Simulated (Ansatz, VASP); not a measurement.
**Two plane-wave programs on FeAu**

```xyz
2
Lattice="1.4394 0.8311 4.5571 -1.4394 0.8311 4.5571 0.0000 -1.6621 4.5571" Properties=species:S:1:pos:R:3 pbc="T T T"
Au    0.0000    0.0000    0.0000
Fe    0.0000    0.0000    6.8357
```

Alike in both runs: task single point; functional PBE; k mesh 11 × 11 × 11; occupations fermi-dirac, width 0.05 eV; collinear spin.

|  | VASP | Ansatz |
| --- | --- | --- |
| version | VASP 6.6.1 | Ansatz 0.2.0 |
| potentials or method | VASP PAW PBE potentials, release 64 (Au, Fe) | Ansatz PAW |
| plane-wave cutoff (eV) | 520 | 420 |
| valence electrons in the cell | 19 | 35 |

VASP gave:

```
gap on the k mesh at the Fermi level (eV)                     : none
pressure (GPa)                                                : -8.3
traceless stress, the component that is largest in VASP (GPa) : 1.14
net moment per atom (μB)                                      : 1.48
size of the moment on the site where the two differ most (μB) : 2.96
```

Problem. What did Ansatz give for the same quantities?

Solution. gap on the k mesh at the Fermi level (eV): none; pressure (GPa): -8.1; traceless stress, the component that is largest in VASP (GPa): 1.17; net moment per atom (μB): 1.48; size of the moment on the site where the two differ most (μB): 3.01.

Site moments also hang on the region over which each program counts them. A gap of «none» marks a metal or a gap that the smearing closes. VASP's potentials hold 19 valence electrons a cell and Ansatz's 35, so a difference there can come from the potentials and not from the codes.

Spin-orbit coupling is off throughout.
